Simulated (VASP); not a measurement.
# TaN (P-62m) in VASP: relaxation of volume and atoms at fixed shape with LDA

Aim: the relaxation of volume and atoms at fixed shape of TaN with LDA.

Program: VASP 6.6.1. These are calculated values, not measurements. Logs are shortened: lines on timing, memory, paths and dates and some standing lists are left out, and cuts for length are marked.

## Step 1: The cell of the first run

The structure is hexagonal, space group P-62m (No. 189). Conventional cell: a = 5.196 Å, b = 5.196 Å, c = 2.911 Å, α = 90.00°, β = 90.00°, γ = 120.00°. Ta (site symmetry -6) has 6 N at 2.16 Å and 5 Ta at 2.91 to 3.00 Å within 3.0 Å. Ta (site symmetry -62m) has 3 N at 2.04 Å within 2.7 Å. Within 3.0 Å of N (site symmetry m2m) lie 5 Ta at 2.04 to 2.16 Å and 6 N at 2.77 to 2.91 Å.

## Step 2: Relaxation of volume and atoms at fixed shape, LDA

INCAR reads:

```
SYSTEM = TaN
PREC     = Accurate       ! precision mode
ENCUT    = 700            ! plane-wave cutoff, eV
EDIFF    = 1E-7           ! SCF threshold, eV
ISMEAR   = 0              ! smearing method
SIGMA    = 0.05           ! smearing width, eV
LREAL    = .FALSE.        ! projectors in reciprocal space
LASPH    = .TRUE.         ! aspherical terms in the spheres
NELM     = 120            ! most SCF steps
ALGO     = Normal         ! electronic algorithm
ISIF     = 8              ! what is computed and relaxed
LWAVE    = .FALSE.        ! write WAVECAR
LCHARG   = .FALSE.        ! write CHGCAR
GGA      = CA             ! functional
IBRION   = 2              ! ionic algorithm
NSW      = 80             ! ionic steps
EDIFFG   = -0.01          ! ionic threshold
GGA_COMPAT= .FALSE.      
NELMIN   = 4
```

KPOINTS reads:

```
Automatic mesh
0
G
  6 6 8
  0 0 0
```

POSCAR reads:

```
TaN
1.0
    5.1960000000      0.0000000000      0.0000000000
   -2.5980000000      4.4998680000      0.0000000000
    0.0000000000      0.0000000000      2.9110000000
Ta N
3 3
Direct
    0.3333333333      0.6666666667      0.5000000000
    0.6666666667      0.3333333333      0.5000000000
    0.0000000000      0.0000000000      0.0000000000
    0.3928500000      0.0000000000      0.0000000000
    0.6071500000      0.6071500000      0.0000000000
    0.0000000000      0.3928500000      0.0000000000
```

Potentials or basis: VASP PAW LDA potentials, release 64 (Ta_sv_GW, N).

On the command line:

```
cat potpaw_LDA.64/Ta_sv_GW/POTCAR potpaw_LDA.64/N/POTCAR > POTCAR
mpirun -np 1 vasp_std > vasp.out
```

OUTCAR:

```text
SYSTEM = TaN
   PREC = Accurate
   ENCUT = 700
   EDIFF = 1E-7
   ISMEAR = 0
   LREAL = .FALSE.
   LASPH = .TRUE.
   NELM = 120
   ISIF = 8
   GGA = CA
   IBRION = 2
   NSW = 80
   EDIFFG = -0.01
   NELMIN = 4

 ion  position               nearest neighbor table
   1  0.333  0.667  0.500-   5 2.16   5 2.16   6 2.16   6 2.16   4 2.16   4 2.16   2 3.00   2 3.00
                             2 3.00
   2  0.667  0.333  0.500-   6 2.16   6 2.16   4 2.16   4 2.16   5 2.16   5 2.16   1 3.00   1 3.00
                             1 3.00
   3  0.000  0.000  0.000-   4 2.04   5 2.04   6 2.04
   4  0.393  0.000  0.000-   3 2.04   1 2.16   1 2.16   2 2.16   2 2.16
   5  0.607  0.607  0.000-   3 2.04   1 2.16   1 2.16   2 2.16   2 2.16
   6  0.000  0.393  0.000-   3 2.04   2 2.16   2 2.16   1 2.16   1 2.16

  LATTYP: Found a hexagonal cell.
 ALAT       =     5.1960000000
 C/A-ratio  =     0.5602386451

  Lattice vectors:

 A1 = (   5.1960000000,   0.0000000000,   0.0000000000)
 A2 = (  -2.5980000000,   4.4998680000,   0.0000000000)
 A3 = (   0.0000000000,   0.0000000000,   2.9110000000)

Analysis of symmetry for initial positions (statically):
=====================================================================
 Subroutine PRICEL returns:
 Original cell was already a primitive cell.

 Routine SETGRP: Setting up the symmetry group for a
 hexagonal supercell.

 Subroutine GETGRP returns: Found 12 space group operations
 (whereof 12 operations were pure point group operations)
 out of a pool of 24 trial point group operations.

The static configuration has the point symmetry D_3h.

Analysis of symmetry for dynamics (positions and initial velocities):
=====================================================================
 Subroutine PRICEL returns:
 Original cell was already a primitive cell.

 Routine SETGRP: Setting up the symmetry group for a
 hexagonal supercell.

 Subroutine GETGRP returns: Found 12 space group operations
 (whereof 12 operations were pure point group operations)
 out of a pool of 24 trial point group operations.

The dynamic configuration has the point symmetry D_3h.

 Subroutine INISYM returns: Found 12 space group operations
 (whereof 12 operations are pure point group operations),
 and found     1 'primitive' translations

----------------------------------------------------------------------------------------

                                     Primitive cell

  volume of cell :      68.0630

  direct lattice vectors                    reciprocal lattice vectors
     5.196000000  0.000000000  0.000000000     0.192455735  0.111114370  0.000000000
    -2.598000000  4.499868000  0.000000000     0.000000000  0.222228741  0.000000000
     0.000000000  0.000000000  2.911000000     0.000000000  0.000000000  0.343524562

  length of vectors
     5.196000000  5.196000002  2.911000000     0.222228741  0.222228741  0.343524562

  position of ions in fractional coordinates (direct lattice)
     0.333333333  0.666666667  0.500000000
     0.666666667  0.333333333  0.500000000
     0.000000000  0.000000000  0.000000000
     0.392850000  0.000000000  0.000000000
     0.607150000  0.607150000  0.000000000
     0.000000000  0.392850000  0.000000000

  ion indices of the primitive-cell ions
   primitive index   ion index
                 1           1
                 2           2
                 3           3
                 4           4
                 5           5
                 6           6

----------------------------------------------------------------------------------------

 KPOINTS: Automatic mesh

Automatic generation of k-mesh.
 Grid dimensions read from file:
 generate k-points for:    6    6    8

 Generating k-lattice:

  Cartesian coordinates                     Fractional coordinates (reciprocal lattice)
     0.032075956  0.018519062  0.000000000     0.166666667  0.000000000  0.000000000
     0.000000000  0.037038123  0.000000000     0.000000000  0.166666667  0.000000000
     0.000000000  0.000000000  0.042940570     0.000000000  0.000000000  0.125000000

  Length of vectors
     0.037038124  0.037038123  0.042940570

  Shift w.r.t. Gamma in fractional coordinates (k-lattice)
     0.000000000  0.000000000  0.000000000

 Subroutine IBZKPT returns following result:
 ===========================================

 Found     35 irreducible k-points:

 Following reciprocal coordinates:
            Coordinates               Weight
  0.000000  0.000000  0.000000      1.000000
  0.166667  0.000000  0.000000      6.000000
  0.333333 -0.000000  0.000000      6.000000
  0.500000  0.000000  0.000000      3.000000
  0.166667  0.166667  0.000000      6.000000
  0.333333  0.166667  0.000000     12.000000
[... 16 lines left out ...]
  0.166667  0.000000  0.375000     12.000000
  0.333333 -0.000000  0.375000     12.000000
 [... further k-points ...]
   k-points           NKPTS =     35   k-points in BZ     NKDIM =     35   number of bands    NBANDS=     32
   number of dos      NEDOS =    301   number of ions     NIONS =      6
   total plane-waves  NPLWV =  64512
   dimension x,y,z NGX =    48 NGY =   48 NGZ =   28
   dimension x,y,z NGXF=    96 NGYF=   96 NGZF=   56
   ions per type =               3   3
   NGX,Y,Z   is equivalent  to a cutoff of  15.36, 15.36, 15.99 a.u.
   NGXF,Y,Z  is equivalent  to a cutoff of  30.72, 30.72, 31.98 a.u.
 SYSTEM =  TaN
   PREC   = accura    normal or accurate (medium, high low for compatibility)
   ISTART =      0    job   : 0-new  1-cont  2-samecut
   ICHARG =      2    charge: 1-file 2-atom 10-const
   ISPIN  =      1    spin polarized calculation?
   LNONCOLLINEAR =      F non collinear calculations
   LSORBIT =      F    spin-orbit coupling
   LASPH  =      T    aspherical Exc in radial PAW
   ENCUT  =  700.0 eV  51.45 Ry    7.17 a.u.  11.21 11.21  6.28*2*pi/ulx,y,z
   NELM   =    120;   NELMIN=  4; NELMDL= -5     # of ELM steps
   EDIFF  = 0.1E-06   stopping-criterion for ELM
   LREAL  =      F    real-space projection
   EDIFFG = -.1E-01   stopping-criterion for IOM
   NSW    =     80    number of steps for IOM
   IBRION =      2    ionic relax: 0-MD 1-quasi-New 2-CG
   NFREE  =      1    steps in history (QN), initial steepest desc. (CG)
   ISIF   =      8    stress and relaxation
   ISYM   =      2    0-nonsym 1-usesym 2-fastsym
   POTIM  = 0.5000    time-step for ionic-motion
   TEBEG  =    0.0;   TEEND  =   0.0 temperature during run
   PSTRESS=    0.0 pullay stress
   NELECT =      54.0000    total number of electrons
   NUPDOWN=      -1.0000    fix difference up-down
   EMIN   =  10.00;   EMAX   =-10.00  energy-range for DOS
   EFERMI =   0.00;   METHOD = LEGACY
   ISMEAR =     0;   SIGMA  =   0.05  broadening in eV -4-tet -1-fermi 0-gaus
   EFERMI_NEDOS =   21; number of points for ismear=-14 and -15
   IALGO  =     38    algorithm
   IMIX   =      4    mixing-type and parameters
     AMIX     =   0.40;   BMIX     =  1.00
     AMIX_MAG =   1.60;   BMIX_MAG =  1.00
  volume/ion in A,a.u.               =      11.34        76.55
  Fermi-wavevector in a.u.,A,eV,Ry     =   1.515546  2.863966 31.250934  2.296879
  Thomas-Fermi vector in A             =   2.625055
   LORBIT       =      0    0 simple, 1 ext, 2 COOP (PROOUT), +10 PAW based schemes
   GGA     = CA    functional components
   LHFCALC =     F    Hartree Fock is set to
   AEXX    =    0.0000 exact exchange contribution
   IVDW    =     0    specifies the selected vdW correction
   LEPSILON=     F    determine dielectric tensor
   LRPA    =     F    only Hartree local field effects (RPA)
 conjugate gradient relaxation of ions
 non-spin polarized calculation
 Gauss-broadening in eV      SIGMA  =   0.05
  energy-cutoff  :      700.00
  volume of cell :       68.06
 maximum number of plane-waves:      2892
 NGX is ok and might be reduce to    48
   NGX = 23   NGY = 23   NGZ = 13

--------------------------------------- Ionic step        1  -------------------------------------------

 number of electron      54.0000000 magnetization

 Free energy of the ion-electron system (eV)
  ---------------------------------------------------
  ext. energy  EPLUGINS =         0.00000000
  ---------------------------------------------------
  free energy    TOTEN  =       -81.64847919 eV

  energy without entropy =      -81.64827599  energy(sigma->0) =      -81.64837759

------------------------ aborting loop because EDIFF is reached ----------------------------------------

  FORCE on cell =-STRESS in cart. coord.  units (eV):
  Direction    XX          YY          ZZ          XY          YZ          ZX
  --------------------------------------------------------------------------------------
  -------------------------------------------------------------------------------------
  Total       -3.4035541     -3.4035541     -4.7890877      0.0000000      0.0000000      0.0000000
  in kB      -80.1183735    -80.1183736   -112.7333085      0.0000000      0.0000000      0.0000000
  external PRESSURE =     -90.9900185 kB  Pullay stress =       0.0000000 kB
[... 305 lines left out ...]
  energy  without entropy=      -81.7019548068  energy(sigma->0) =      -81.70206080

--------------------------------------- Ionic step        9  -------------------------------------------

 number of electron      53.9999997 magnetization

 Free energy of the ion-electron system (eV)
  ---------------------------------------------------
  ext. energy  EPLUGINS =         0.00000000
  ---------------------------------------------------
  free energy    TOTEN  =       -81.70223769 eV

  energy without entropy =      -81.70202491  energy(sigma->0) =      -81.70213130

 E-fermi :  12.5950     XC(G=0): -13.7734

 val. band max:       12.5275463763   @ k =   0.1667   0.0000   0.0000
 cond. band min:      12.6807475520   @ k =   0.1667   0.0000   0.2500
 fundamental gap:      0.1532011758
 Fermi energy:        12.5949897255

 k-point     1 :       0.0000    0.0000    0.0000
  band No.  band energies     occupation
      1     -56.5343      2.00000
      2     -56.4815      2.00000
      3     -55.9150      2.00000
      4     -23.5960      2.00000
      5     -23.5960      2.00000
      6     -23.2159      2.00000
[... 829 lines left out ...]
     31      15.0417      0.00000
     32      15.6515      0.00000

 [... further k-points ...]
[... 5 lines left out ...]
  --------------------------------------------------------------------------------------
  -------------------------------------------------------------------------------------
  Total        0.3446945      0.3446945     -0.7708297      0.0000000     -0.0000000      0.0000000
  in kB        8.3414239      8.3414239    -18.6536707      0.0000000     -0.0000000      0.0000000
  external PRESSURE =      -0.6569410 kB  Pullay stress =       0.0000000 kB
[... 21 lines left out ...]
  FREE ENERGIE OF THE ION-ELECTRON SYSTEM (eV)
  ---------------------------------------------------
  free  energy   TOTEN  =       -81.7022376916 eV

  energy  without entropy=      -81.7020249111  energy(sigma->0) =      -81.70213130

 reached required accuracy - stopping structural energy minimisation
```

Run time: 7.5 min. Hardware: 1 thread of Intel Xeon 6975P-C (Granite Rapids), shared host; peak memory 0.28 GiB.

What came out:

* Free energy: -81.7022 eV
* Relaxed volume: 11.03 Å³/atom
* Relaxed cell: a = 5.148 Å, b = 5.148 Å, c = 2.884 Å, α = 90.00°, β = 90.00°, γ = 120.00°
* Space group after relaxing (to 0.1 Å): P-62m (No. 189)
* Energy gained by relaxing: 9.0 meV/atom
* Ionic steps: 9
* Pressure after relaxing: -0.1 GPa
* Band gap on the k mesh: zero (bands 27 and 28 overlap by 3.18 eV)

The path:
```tsv
step	energy change (eV)	largest force (eV/Å)	pressure (GPa)	volume (Å³)
1	0.0000	0.0494	-9.10	68.06
2	0.2978	0.4476	27.53	61.91
3	-0.0532	0.0778	-0.26	66.28
4	-0.0533	0.0811	-0.08	66.24
5	-0.0533	0.0838	0.16	66.20
6	-0.0537	0.0135	0.17	66.18
7	-0.0537	0.0022	0.17	66.17
8	-0.0537	0.0054	-0.36	66.27
9	-0.0538	0.0006	-0.07	66.21
```

Final structure:
```cif
data_structure
_symmetry_space_group_name_H-M 'P 1'
_symmetry_Int_Tables_number 1
_cell_length_a 5.1483
_cell_length_b 5.1483
_cell_length_c 2.8843
_cell_angle_alpha 90.000
_cell_angle_beta 90.000
_cell_angle_gamma 120.000
_cell_volume 66.21
loop_
_atom_site_label
_atom_site_type_symbol
_atom_site_fract_x
_atom_site_fract_y
_atom_site_fract_z
_atom_site_occupancy
Ta1 Ta 0.33333 0.66667 0.50000 1
Ta2 Ta 0.66667 0.33333 0.50000 1
Ta3 Ta 0.00000 0.00000 0.00000 1
N1 N 0.39350 0.00000 0.00000 1
N2 N 0.60650 0.60650 0.00000 1
N3 N 0.00000 0.39350 0.00000 1
```

Caveat: spin-orbit coupling is left out, which moves the levels of the heavy elements. LDA usually gives volumes a few per cent too small.

The gap in the log of VASP goes by the Fermi energy; the results here count the filled bands.